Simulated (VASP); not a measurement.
MnSe, 2 atoms in the cell. The structure is cubic, space group Fm-3m (No. 225). Conventional cell: a = 5.246 Å, b = 5.246 Å, c = 5.246 Å, α = 90.00°, β = 90.00°, γ = 90.00°. Within 3.5 Å of Mn (site symmetry m-3m) lie 6 Se at 2.62 Å. Se (site symmetry m-3m) has 6 Mn at 2.62 Å within 3.5 Å. 

| Quantity | Value |
| --- | --- |
| Program | VASP 6.6.1 |
| Task | single point |
| Functional | PBEsol |
| Potentials or basis | VASP PAW PBE potentials, release 64 (Mn_pv, Se) |
| Cutoff | 520 eV |
| k mesh | 14 × 14 × 14 |
| Occupations | gaussian, width 0.1 eV |
| Spin | collinear spin, ferromagnetic start |
| Starting moments | [4.6, 0.11] μB |
| Dipole correction | no |
| Further INCAR settings | ALGO = Normal; EDIFF = 1e-06; NBANDS = 20 |

Potentials or basis: VASP PAW PBE potentials, release 64 (Mn_pv, Se).

Command:

```sh
$ cat potpaw_PBE.64/Mn_pv/POTCAR potpaw_PBE.64/Se/POTCAR > POTCAR
$ mpirun -np 1 vasp_std > vasp.out
```

Hardware: 1 thread of Intel(R) Xeon(R) Platinum 8259CL CPU @ 2.50GHz (Skylake/Cascade Lake) (shared host).

Task: Estimate the wall time of this run.

Result: It took 2.2 min on 1 thread of Intel(R) Xeon(R) Platinum 8259CL CPU @ 2.50GHz (Skylake/Cascade Lake) (shared host), peak memory 0.25 GiB. Counts: scf iterations 14, k points 104.
